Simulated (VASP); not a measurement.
Set up this calculation in VASP 6.6.1, as the native input.

- Task: single point
- Functional: LDA
- Potentials or basis: VASP PAW LDA potentials, release 64 (Pb_d)
- Cutoff: 520 eV
- k mesh: 10 × 10 × 10
- Occupations: fermi-dirac, width 0.08 eV
- Spin: no spin polarisation
- Dipole correction: no
- Further INCAR settings: ALGO = Normal; EDIFF = 1e-07; NBANDS = 21

The structure of Pb lies in POSCAR:

```
Pb
1.0
    0.0000000000      2.8778932316      2.8778932316
    2.8778932316      0.0000000000      2.8778932316
    2.8778932316      2.8778932316      0.0000000000
Pb
2
Direct
   -0.1250000000     -0.1250000000     -0.1250000000
    0.1250000000      0.1250000000      0.1250000000
```

This cell differs from its parent crystal: volume scaled by 0.6.

These files were run (other wordings do the same):

INCAR

```
SYSTEM = Pb
ALGO = Normal
EDIFF = 1E-7
ENCUT = 520
ISIF = 2
ISMEAR = -1
LASPH = .TRUE.
LCHARG = .FALSE.
LREAL = .FALSE.
LWAVE = .FALSE.
NBANDS = 21
NELM = 80
PREC = Accurate
SIGMA = 0.08
```

KPOINTS

```
k-points
0
G
  10 10 10
  0 0 0
```

Potentials or basis: VASP PAW LDA potentials, release 64 (Pb_d).

Launch:

```console
$ cat potpaw_LDA.64/Pb_d/POTCAR > POTCAR
$ mpirun -np 1 vasp_std > vasp.out
```

Results of the run:

```yaml
Pressure: 60.8 GPa
Band_gap_on_the_k_mesh: zero (band 14 reaches 11.73 eV, above the bottom of band 15 at 10.72 eV)
```

Caveat: spin-orbit coupling is left out, which moves the levels of the heavy elements.

It took 17 s on 1 thread of Intel(R) Xeon(R) 6975P-C (Granite Rapids) (shared host), peak memory 0.16 GiB.
